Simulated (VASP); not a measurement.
# H (P6_3/mmc) in VASP: a series of runs

Runs on H. Level: PBE. Tasks: single point.

All numbers are computed with VASP 6.6.1; they aren't measurements. Logs are shortened: lines on timing, memory, paths and dates and some standing lists are left out, and cuts for length are marked.

## Step 1: The cell of the first run

The structure is hexagonal, space group P6_3/mmc (No. 194). The conventional cell has a = 3.744 Å, b = 3.744 Å, c = 4.920 Å, α = 90.00°, β = 90.00°, γ = 120.00°. H (site symmetry 3m) has 1 H at 0.72 Å within 1.0 Å.

## Step 2: Single point, PBE (strain -0.025 along x and y, -0.025 along z)

INCAR reads:

```
PREC = Accurate ; ENCUT = 520
EDIFF = 1E-6 ; ISMEAR = 0
SIGMA = 0.05 ; LREAL = False
LASPH = True ; NELM = 60
ALGO = Normal ; ISIF = 2
LWAVE = False ; LCHARG = True
GGA = PE ; LELF = True
LVHAR = True ; NBANDS = 10
```

KPOINTS reads:

```
regular mesh
0
Gamma
  9 9 6
```

POSCAR reads:

```
H
1.0
    3.7441271620      0.0000000000      0.0000000000
   -1.8720635810      3.2425092373      0.0000000000
    0.0000000000      0.0000000000      4.9204950112
H
4
Direct
    0.3333333333      0.6666666667      0.1764958800
    0.6666666667      0.3333333333      0.6764958800
    0.6666666667      0.3333333333      0.8235041200
    0.3333333333      0.6666666667      0.3235041200
```

Potentials or basis: VASP PAW PBE potentials, release 64 (H).

Command:

```console
$ cat potpaw_PBE.64/H/POTCAR > POTCAR
$ mpirun -np 1 vasp_std > vasp.out
```

OUTCAR:

```text
PREC = Accurate
   ENCUT = 520
   EDIFF = 1E-6
   ISMEAR = 0
   LREAL = False
   LASPH = True
   NELM = 60
   ISIF = 2
   GGA = PE

 ion  position               nearest neighbor table
   1  0.333  0.667  0.176-   4 0.72
   2  0.667  0.333  0.676-   3 0.72
   3  0.667  0.333  0.824-   2 0.72
   4  0.333  0.667  0.324-   1 0.72

  LATTYP: Found a hexagonal cell.
 ALAT       =     3.7441271620
 C/A-ratio  =     1.3141901432

  Lattice vectors:

 A1 = (   3.7441271620,   0.0000000000,   0.0000000000)
 A2 = (  -1.8720635810,   3.2425092373,   0.0000000000)
 A3 = (   0.0000000000,   0.0000000000,   4.9204950112)

Analysis of symmetry for initial positions (statically):
=====================================================================
 Subroutine PRICEL returns:
 Original cell was already a primitive cell.

 Routine SETGRP: Setting up the symmetry group for a
 hexagonal supercell.

 Subroutine GETGRP returns: Found 24 space group operations
 (whereof 12 operations were pure point group operations)
 out of a pool of 24 trial point group operations.

The static configuration has the point symmetry D_3d.
 The point group associated with its full space group is D_6h.

Analysis of symmetry for dynamics (positions and initial velocities):
=====================================================================
 Subroutine PRICEL returns:
 Original cell was already a primitive cell.

 Routine SETGRP: Setting up the symmetry group for a
 hexagonal supercell.

 Subroutine GETGRP returns: Found 24 space group operations
 (whereof 12 operations were pure point group operations)
 out of a pool of 24 trial point group operations.

The dynamic configuration has the point symmetry D_3d.
 The point group associated with its full space group is D_6h.

 Subroutine INISYM returns: Found 24 space group operations
 (whereof 12 operations are pure point group operations),
 and found     1 'primitive' translations

----------------------------------------------------------------------------------------

                                     Primitive cell

  volume of cell :      59.7366

  direct lattice vectors                    reciprocal lattice vectors
     3.744127162  0.000000000  0.000000000     0.267084946  0.154201565  0.000000000
    -1.872063581  3.242509237  0.000000000     0.000000000  0.308403131  0.000000000
     0.000000000  0.000000000  4.920495011     0.000000000  0.000000000  0.203231585

  length of vectors
     3.744127162  3.744127162  4.920495011     0.308403131  0.308403131  0.203231585

  position of ions in fractional coordinates (direct lattice)
     0.333333333  0.666666667  0.176495880
     0.666666667  0.333333333  0.676495880
     0.666666667  0.333333333  0.823504120
     0.333333333  0.666666667  0.323504120

  ion indices of the primitive-cell ions
   primitive index   ion index
                 1           1
                 2           2
                 3           3
                 4           4

----------------------------------------------------------------------------------------

 KPOINTS: regular mesh

Automatic generation of k-mesh.
 Grid dimensions read from file:
 generate k-points for:    9    9    6

 Generating k-lattice:

  Cartesian coordinates                     Fractional coordinates (reciprocal lattice)
     0.029676105  0.017133507  0.000000000     0.111111111  0.000000000  0.000000000
     0.000000000  0.034267015  0.000000000     0.000000000  0.111111111  0.000000000
     0.000000000  0.000000000  0.033871931     0.000000000  0.000000000  0.166666667

  Length of vectors
     0.034267015  0.034267015  0.033871931

  Shift w.r.t. Gamma in fractional coordinates (k-lattice)
     0.000000000  0.000000000  0.000000000

 Subroutine IBZKPT returns following result:
 ===========================================

 Found     48 irreducible k-points:

 Following reciprocal coordinates:
            Coordinates               Weight
  0.000000  0.000000  0.000000      1.000000
  0.111111 -0.000000  0.000000      6.000000
  0.222222 -0.000000  0.000000      6.000000
  0.333333 -0.000000  0.000000      6.000000
  0.444444 -0.000000  0.000000      6.000000
  0.111111  0.111111  0.000000      6.000000
[... 16 lines left out ...]
  0.333333  0.222222  0.166667     24.000000
  0.333333  0.333333  0.166667      4.000000
 [... further k-points ...]
   k-points           NKPTS =     48   k-points in BZ     NKDIM =     48   number of bands    NBANDS=     10
   number of dos      NEDOS =    301   number of ions     NIONS =      4
   total plane-waves  NPLWV =  31360
   dimension x,y,z NGX =    28 NGY =   28 NGZ =   40
   dimension x,y,z NGXF=    56 NGYF=   56 NGZF=   80
   ions per type =               4
   NGX,Y,Z   is equivalent  to a cutoff of  12.43, 12.43, 13.51 a.u.
   NGXF,Y,Z  is equivalent  to a cutoff of  24.87, 24.87, 27.03 a.u.
 SYSTEM =  unknown system
   PREC   = accura    normal or accurate (medium, high low for compatibility)
   ISTART =      0    job   : 0-new  1-cont  2-samecut
   ICHARG =      2    charge: 1-file 2-atom 10-const
   ISPIN  =      1    spin polarized calculation?
   LNONCOLLINEAR =      F non collinear calculations
   LSORBIT =      F    spin-orbit coupling
   LASPH  =      T    aspherical Exc in radial PAW
   ENCUT  =  520.0 eV  38.22 Ry    6.18 a.u.   6.96  6.96  9.15*2*pi/ulx,y,z
   NELM   =     60;   NELMIN=  2; NELMDL= -5     # of ELM steps
   EDIFF  = 0.1E-05   stopping-criterion for ELM
   LREAL  =      F    real-space projection
   EDIFFG = 0.1E-04   stopping-criterion for IOM
   NSW    =      0    number of steps for IOM
   IBRION =     -1    ionic relax: 0-MD 1-quasi-New 2-CG
   NFREE  =      0    steps in history (QN), initial steepest desc. (CG)
   ISIF   =      2    stress and relaxation
   ISYM   =      2    0-nonsym 1-usesym 2-fastsym
   POTIM  = 0.5000    time-step for ionic-motion
   TEBEG  =    0.0;   TEEND  =   0.0 temperature during run
   PSTRESS=    0.0 pullay stress
   NELECT =       4.0000    total number of electrons
   NUPDOWN=      -1.0000    fix difference up-down
   EMIN   =  10.00;   EMAX   =-10.00  energy-range for DOS
   EFERMI =   0.00;   METHOD = LEGACY
   ISMEAR =     0;   SIGMA  =   0.05  broadening in eV -4-tet -1-fermi 0-gaus
   EFERMI_NEDOS =   21; number of points for ismear=-14 and -15
   IALGO  =     38    algorithm
   IMIX   =      4    mixing-type and parameters
     AMIX     =   0.40;   BMIX     =  1.00
     AMIX_MAG =   1.60;   BMIX_MAG =  1.00
  volume/ion in A,a.u.               =      14.93       100.78
  Fermi-wavevector in a.u.,A,eV,Ry     =   0.664785  1.256262  6.012949  0.441939
  Thomas-Fermi vector in A             =   1.738579
   LORBIT       =      0    0 simple, 1 ext, 2 COOP (PROOUT), +10 PAW based schemes
   GGA     = PE    functional components
   LHFCALC =     F    Hartree Fock is set to
   AEXX    =    0.0000 exact exchange contribution
   IVDW    =     0    specifies the selected vdW correction
   LEPSILON=     F    determine dielectric tensor
   LRPA    =     F    only Hartree local field effects (RPA)
 non-spin polarized calculation
 Gauss-broadening in eV      SIGMA  =   0.05
  energy-cutoff  :      520.00
  volume of cell :       59.74
 maximum number of plane-waves:      1625
 NGX is ok and might be reduce to    28
   NGX = 13   NGY = 13   NGZ = 19

 number of electron       4.0000000 magnetization

 Free energy of the ion-electron system (eV)
  ---------------------------------------------------
  ext. energy  EPLUGINS =         0.00000000
  ---------------------------------------------------
  free energy    TOTEN  =       -13.54929011 eV

  energy without entropy =      -13.54929011  energy(sigma->0) =      -13.54929011

 E-fermi :  -8.6475     XC(G=0):  -4.7168

 val. band max:       -8.8987100780   @ k =   0.0000   0.0000   0.0000
 cond. band min:       0.6556770548   @ k =   0.0000   0.0000   0.0000
 fundamental gap:      9.5543871328
 Fermi energy:        -8.6474571353

 k-point     1 :       0.0000    0.0000    0.0000
  band No.  band energies     occupation
      1     -10.4589      2.00000
      2      -8.8987      2.00000
      3       0.6557      0.00000
      4       3.4332      0.00000
      5       6.5599      0.00000
      6       8.4826      0.00000
      7       8.8569      0.00000
      8       8.8569      0.00000
      9      10.3047      0.00000
     10      10.3047      0.00000

 k-point     2 :       0.1111   -0.0000    0.0000
  band No.  band energies     occupation
      1     -10.3881      2.00000
      2      -8.9039      2.00000
      3       0.8087      0.00000
      4       3.2180      0.00000
      5       5.8951      0.00000
      6       8.1287      0.00000
      7       8.1509      0.00000
      8       8.7642      0.00000
      9      11.1267      0.00000
     10      11.1339      0.00000

 k-point     3 :       0.2222   -0.0000    0.0000
  band No.  band energies     occupation
      1     -10.1905      2.00000
      2      -8.9301      2.00000
      3       1.2607      0.00000
      4       2.6666      0.00000
      5       4.8668      0.00000
      6       7.2160      0.00000
      7       7.2500      0.00000
      8       8.4567      0.00000
      9      11.2633      0.00000
     10      11.8008      0.00000

 k-point     4 :       0.3333   -0.0000    0.0000
  band No.  band energies     occupation
      1      -9.9164      2.00000
      2      -9.0027      2.00000
      3       1.9792      0.00000
      4       2.0131      0.00000
      5       4.1908      0.00000
      6       6.0195      0.00000
      7       6.5680      0.00000
      8       8.0428      0.00000
      9      10.1319      0.00000
     10      11.4053      0.00000

 k-point     5 :       0.4444   -0.0000    0.0000
  band No.  band energies     occupation
      1      -9.6682      2.00000
      2      -9.1151      2.00000
      3       1.5801      0.00000
      4       2.8102      0.00000
      5       3.8986      0.00000
      6       4.8565      0.00000
      7       6.2380      0.00000
      8       7.7613      0.00000
      9       9.5096      0.00000
     10      10.9104      0.00000

 k-point     6 :       0.1111    0.1111    0.0000
  band No.  band energies     occupation
      1     -10.2537      2.00000
      2      -8.9194      2.00000
      3       1.1115      0.00000
      4       2.8521      0.00000
      5       5.1133      0.00000
      6       7.1603      0.00000
      7       7.5520      0.00000
      8       8.9713      0.00000
      9      11.3005      0.00000
     10      12.0428      0.00000
[... 183 lines left out ...]
 k-point    21 :       0.4444    0.1111    0.1667
  band No.  band energies     occupation
      1      -9.5517      2.00000
      2      -9.1808      2.00000
      3       1.3766      0.00000
      4       2.7717      0.00000
      5       3.3280      0.00000
      6       5.7072      0.00000
      7       6.0822      0.00000
      8       7.3819      0.00000
      9       9.4438      0.00000
     10      11.3153      0.00000

 k-point    22 :       0.2222    0.2222    0.1667
  band No.  band energies     occupation
      1      -9.7218      2.00000
      2      -9.0993      2.00000
      3       1.8989      0.00000
      4       1.9105      0.00000
      5       4.3161      0.00000
      6       4.8664      0.00000
      7       6.9406      0.00000
      8       7.1789      0.00000
      9      10.9343      0.00000
     10      12.1872      0.00000

 k-point    23 :       0.3333    0.2222    0.1667
  band No.  band energies     occupation
      1      -9.5059      2.00000
      2      -9.1997      2.00000
      3       1.7118      0.00000
      4       2.4999      0.00000
      5       3.2946      0.00000
      6       5.1960      0.00000
      7       6.1501      0.00000
      8       6.4973      0.00000
      9      10.6613      0.00000
     10      11.7122      0.00000

 k-point    24 :       0.3333    0.3333    0.1667
  band No.  band energies     occupation
      1      -9.3321      2.00000
      2      -9.3321      2.00000
      3       1.9477      0.00000
      4       2.7023      0.00000
      5       2.7023      0.00000
      6       5.5961      0.00000
      7       5.5961      0.00000
      8       6.0220      0.00000
      9      10.2644      0.00000
     10      13.5017      0.00000

 [... further k-points ...]
[... 5 lines left out ...]
  --------------------------------------------------------------------------------------
  -------------------------------------------------------------------------------------
  Total       -0.0287799     -0.0287799      1.4273592      0.0000000      0.0000000      0.0000000
  in kB       -0.7718966     -0.7718966     38.2827606      0.0000000      0.0000000      0.0000000
  external PRESSURE =      12.2463225 kB  Pullay stress =       0.0000000 kB

 VOLUME and BASIS-vectors are now :
 -----------------------------------------------------------------------------
  energy-cutoff  :      520.00
  volume of cell :       59.74
      direct lattice vectors                 reciprocal lattice vectors
     3.744127162  0.000000000  0.000000000     0.267084946  0.154201565  0.000000000
    -1.872063581  3.242509237  0.000000000     0.000000000  0.308403131  0.000000000
     0.000000000  0.000000000  4.920495011     0.000000000  0.000000000  0.203231585

 POSITION                                       TOTAL-FORCE (eV/Angst)
 -----------------------------------------------------------------------------------
     -0.00000      2.16167      0.86845        -0.000000      0.000000     -1.009363
      1.87206      1.08084      3.32869         0.000000     -0.000000     -1.009363
      1.87206      1.08084      4.05205         0.000000     -0.000000      1.009363
     -0.00000      2.16167      1.59180        -0.000000      0.000000      1.009363
 -----------------------------------------------------------------------------------
    total drift:                               -0.000000      0.000000     -0.000000

  FREE ENERGIE OF THE ION-ELECTRON SYSTEM (eV)
  ---------------------------------------------------
  free  energy   TOTEN  =       -13.5492901093 eV

  energy  without entropy=      -13.5492901093  energy(sigma->0) =      -13.54929011
```

It took 17 s on 1 thread of Intel Xeon Platinum 8375C at 2.90GHz (Ice Lake), shared host; peak memory 0.17 GiB.

Results:

```yaml
Free_energy: -13.5493 eV
Pressure: 1.2 GPa
Largest_force: 1.009 eV/Å
Band_gap_on_the_k_mesh: 9.55 eV, direct
```

Forces in eV/Å, atoms in the order of the input:
```
H    0.000  0.000 -1.009
H    0.000  0.000 -1.009
H    0.000  0.000  1.009
H    0.000  0.000  1.009
```

Levels at points of the mesh, in eV from the valence-band top:
```
           k point  band 1  band 2  band 3  band 4  band 5  band 6  band 7
(0.00, 0.00, 0.00)   -1.56    0.00    9.55   12.33   15.46   17.38   17.76
(0.00, 0.00, 0.50)   -0.86   -0.86   10.68   10.68   17.80   17.80   18.93
```

Caveat: the cell differs from its parent crystal (strain -0.025 along x and y, -0.025 along z); forces of over 1 eV/Å act on the atoms, so gaps and moduli don't describe the material at rest.

## Step 3: Single point, PBE (strain -0.050 along x and y, +0.050 along z)

INCAR reads:

```
SYSTEM = H
ALGO     = Normal         ! electronic algorithm
EDIFF    = 1E-6           ! SCF threshold, eV
ENCUT    = 520            ! plane-wave cutoff, eV
GGA      = PE             ! functional
ISIF     = 2              ! what is computed and relaxed
ISMEAR   = 0              ! smearing method
LASPH    = .True.         ! aspherical terms in the spheres
LCHARG   = .False.        ! write CHGCAR
LREAL    = .False.        ! projectors in reciprocal space
LWAVE    = .False.        ! write WAVECAR
NBANDS   = 10             ! bands
NELM     = 60             ! most SCF steps
PREC     = Accurate       ! precision mode
SIGMA    = 0.05           ! smearing width, eV
```

KPOINTS reads:

```
k-points
0
Gamma
  9 9 6
  0 0 0
```

POSCAR reads:

```
H
1.0
    3.6481239015      0.0000000000      0.0000000000
   -1.8240619507      3.1593679748      0.0000000000
    0.0000000000      0.0000000000      5.2989946275
H
4
Direct
    0.3333333333      0.6666666667      0.1764958800
    0.6666666667      0.3333333333      0.6764958800
    0.6666666667      0.3333333333      0.8235041200
    0.3333333333      0.6666666667      0.3235041200
```

Potentials or basis: VASP PAW PBE potentials, release 64 (H).

Command:

```console
$ cat potpaw_PBE.64/H/POTCAR > POTCAR
$ mpirun -np 1 vasp_std > vasp.out
```

OUTCAR:

```text
SYSTEM = H
   EDIFF = 1E-6
   ENCUT = 520
   GGA = PE
   ISIF = 2
   ISMEAR = 0
   LASPH = .True.
   LREAL = .False.
   NELM = 60
   PREC = Accurate

 ion  position               nearest neighbor table
   1  0.333  0.667  0.176-   4 0.78
   2  0.667  0.333  0.676-   3 0.78
   3  0.667  0.333  0.824-   2 0.78
   4  0.333  0.667  0.324-   1 0.78

  LATTYP: Found a hexagonal cell.
[... 503 lines left out ...]
      6       5.0091      0.00000
      7       5.0091      0.00000
      8       5.5927      0.00000
      9       9.3209      0.00000
     10      13.2037      0.00000

 [... further k-points ...]
[... 5 lines left out ...]
  --------------------------------------------------------------------------------------
  -------------------------------------------------------------------------------------
  Total       -0.0250492     -0.0250492     -1.4549293     -0.0000000     -0.0000000      0.0000000
  in kB       -0.6571153     -0.6571153    -38.1671044     -0.0000000     -0.0000000      0.0000000
  external PRESSURE =     -13.1604450 kB  Pullay stress =       0.0000000 kB

 VOLUME and BASIS-vectors are now :
 -----------------------------------------------------------------------------
  energy-cutoff  :      520.00
  volume of cell :       61.07
      direct lattice vectors                 reciprocal lattice vectors
     3.648123901  0.000000000  0.000000000     0.274113497  0.158259501  0.000000000
    -1.824061951  3.159367975  0.000000000     0.000000000  0.316519003  0.000000000
     0.000000000  0.000000000  5.298994627     0.000000000  0.000000000  0.188715043

 POSITION                                       TOTAL-FORCE (eV/Angst)
 -----------------------------------------------------------------------------------
     -0.00000      2.10625      0.93525         0.000000     -0.000000      0.901595
      1.82406      1.05312      3.58475        -0.000000      0.000000      0.901595
      1.82406      1.05312      4.36374         0.000000      0.000000     -0.901595
     -0.00000      2.10625      1.71425         0.000000     -0.000000     -0.901595
 -----------------------------------------------------------------------------------
    total drift:                               -0.000000      0.000000     -0.000000

  FREE ENERGIE OF THE ION-ELECTRON SYSTEM (eV)
  ---------------------------------------------------
  free  energy   TOTEN  =       -13.5494669631 eV

  energy  without entropy=      -13.5494669631  energy(sigma->0) =      -13.54946696
```

stdout:

```text
POSCAR found type information on POSCAR H
 POSCAR found :  1 types and       4 ions
 scaLAPACK will be used
 LDA part: xc-table for (Slater+PW92), standard interpolation
 POSCAR, INCAR and KPOINTS ok, starting setup
 FFT: planning ... GRIDC
 FFT: planning ... GRID_SOFT
 FFT: planning ... GRID
 WAVECAR not read
 entering main loop
```

It took 15 s on 1 thread of Intel Xeon Platinum 8375C at 2.90GHz (Ice Lake), shared host; peak memory 0.17 GiB.

Results:

```
Free energy            : -13.5495 eV
Pressure               : -1.3 GPa
Largest force          : 0.902 eV/Å
Band gap on the k mesh : 8.60 eV, indirect (least direct gap 8.63 eV)
```

Forces on the atoms (eV/Å):
```
H    0.000  0.000  0.902
H    0.000  0.000  0.902
H    0.000  0.000 -0.902
H    0.000  0.000 -0.902
```

Stress tensor (GPa, compression positive):
```
-0.07  0.00  0.00
 0.00 -0.07  0.00
 0.00  0.00 -3.82
```

Caveat: the cell differs from its parent crystal (strain -0.050 along x and y, +0.050 along z). A k mesh can miss the band edges.

(Continued in part 2 of 2.)
